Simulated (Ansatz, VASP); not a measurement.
# Re: VASP beside Ansatz

INCAR

```
PREC = Accurate
ENCUT = 520
EDIFF = 1E-6
ISMEAR = 0
SIGMA = 0.15
LREAL = False
LASPH = True
NELM = 60
ALGO = Normal
ISIF = 2
LWAVE = False
LCHARG = False
GGA = PE
NBANDS = 10
```

KPOINTS

```
regular mesh
0
Gamma
  10 10 10
```

The input POSCAR:

```
Re
1.0
    0.0000000000      1.8983406950      2.2153635910
    1.8983406950      0.0000000000      2.2153635910
    1.8983406950      1.8983406950      0.0000000000
Re
1
Direct
    0.0000000000      0.0000000000      0.0000000000
```

Input for Ansatz:

```yaml
crystal:
  lattice:
    - [0.0, 1.898340695, 2.215363591]
    - [1.898340695, 0.0, 2.215363591]
    - [1.898340695, 1.898340695, 0.0]
  atoms:
    - { symbol: Re, position: [0.0, 0.0, 0.0] }
basis:
  ecutwfc: 420
kpoints:
  mp_grid: { grid: [10, 10, 10] }
hamiltonian:
  xc: pbe
scf:
  occupations: { method: gaussian, width: 0.15 }
output:
  forces: true
  stress: true
  eigenvalues: true
```

Alike in both runs: task single point; functional PBE; k mesh 10 × 10 × 10; occupations gaussian, width 0.15 eV; no spin polarisation.

```csv
,VASP,Ansatz
version,VASP 6.6.1,Ansatz 0.2.0
potentials or method,"VASP PAW PBE potentials, release 64 (Re), cutoff 520 eV","scalar-relativistic, plane waves, PAW"
valence electrons in the cell,7,15
```

Ansatz gave:

```
gap on the k mesh at the Fermi level (eV)                     : none
pressure (GPa)                                                : -16.2
traceless stress, the component that is largest in VASP (GPa) : -23.91
```

Which values does VASP return?

gap on the k mesh at the Fermi level (eV): none; pressure (GPa): -17.1; traceless stress, the component that is largest in VASP (GPa): -23.42.

A gap of «none» marks a metal or a gap that the smearing closes. The functional is the same, so the differences come from potentials, cutoffs and numerics. VASP's potentials hold 7 valence electrons a cell and Ansatz's 15, so a difference there can come from the potentials and not from the codes.

Spin-orbit coupling is off throughout.
